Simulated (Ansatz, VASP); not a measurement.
# One calculation of Na, two programs

```
CELL_PARAMETERS angstrom
0.00000 2.29036 2.29036
2.29036 0.00000 2.29036
2.29036 2.29036 0.00000
ATOMIC_POSITIONS crystal
Na 0.00000 0.00000 0.00000
```

Change from the starting cell: volume scaled by 0.65, LAPW.

Alike in both runs: task single point; functional PBE; k mesh 14 × 14 × 14; occupations fermi-dirac, width 0.1 eV; no spin polarisation.

```csv
,VASP,Ansatz
version,VASP 6.6.1,Ansatz 0.2.0
potentials or method,"VASP PAW PBE potentials, release 64 (Na_pv), cutoff 520 eV","all-electron LAPW, scalar-relativistic"
```

|  | VASP | Ansatz | Ansatz less VASP |
| --- | --- | --- | --- |
| pressure (GPa) | 7.4 | 7.5 | +0.09 |

Ansatz ran all-electron here, and VASP with PAW potentials.
